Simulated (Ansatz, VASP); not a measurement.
# Two plane-wave programs on Mg

```xyz
3
Lattice="5.0092 0.0000 0.0000 -2.5046 4.3381 0.0000 0.0000 0.0000 3.0384" Properties=species:S:1:pos:R:3 pbc="T T T"
Mg    2.5046    4.3381    0.0000
Mg    0.0000    2.8921    1.5192
Mg    2.5046    1.4460    1.5192
```

Alike in both runs: task single point; functional revPBE; k mesh 8 × 8 × 11; occupations fermi-dirac, width 0.1 eV; no spin polarisation.

|  | VASP | Ansatz |
| --- | --- | --- |
| version | VASP 6.6.1 | Ansatz 0.2.0 |
| potentials or method | VASP PAW PBE potentials, release 64 (Mg), cutoff 600 eV | plane waves (420 eV) with PAW, scalar-relativistic |
| valence electrons in the cell | 6 | 30 |

|  | VASP | Ansatz | Ansatz less VASP |
| --- | --- | --- | --- |
| pressure (GPa) | 3.0 | 3.2 | +0.19 |
| traceless stress, the component that is largest in VASP (GPa) | 0.09 | 0.09 | 0.000 |

VASP's potentials were made for PBE, not for revPBE. VASP's potentials hold 6 valence electrons a cell and Ansatz's 30, so a difference there can come from the potentials and not from the codes.
